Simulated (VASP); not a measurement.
The system is PtS2 (fluorite type).

```
Pt S
1.0
     0.00000    2.70643    2.70643
     2.70643    0.00000    2.70643
     2.70643    2.70643    0.00000
Pt S
1 2
Direct
  0.00000 0.00000 0.00000
  0.25000 0.25000 0.25000
  0.75000 0.75000 0.75000
```

| Property | Result |
| --- | --- |
| Program | VASP 6.6.1 |
| Task | relaxation of cell and atoms |
| Functional | PBE |
| Potentials or basis | VASP PAW PBE potentials, release 64 (Pt, S) |
| Cutoff | 600 eV |
| k mesh | 11 × 11 × 11 |
| Occupations | fermi-dirac, width 0.05 eV |
| Spin | no spin polarisation |

At the start: pressure 72.0 GPa; volume 13.22 Å³/atom.

Task: How do energy, volume and symmetry change on relaxing?

Result: Over 5 steps the energy falls by 773.4 meV/atom and the volume is 17.71 Å³/atom (+34.0 %); space group Fm-3m (No. 225, to 0.1 Å) before and after.

The path:
```tsv
step	energy change (eV)	largest force (eV/Å)	pressure (GPa)	volume (Å³)
1	0.0000	0.0000	72.04	39.65
2	0.5626	0.0000	-18.32	84.46
3	-2.2980	0.0000	-3.86	54.92
4	-2.3173	0.0000	-1.42	53.76
5	-2.3201	0.0000	0.03	53.13
```

Final structure:
```
Pt S
1.0
     0.00000    2.98378    2.98378
     2.98378    0.00000    2.98378
     2.98378    2.98378    0.00000
Pt S
1 2
Direct
  0.00000 0.00000 0.00000
  0.25000 0.25000 0.25000
  0.75000 0.75000 0.75000
```

Caveat: the volume moved by over 15 % at a fixed basis, so the end points are rough.
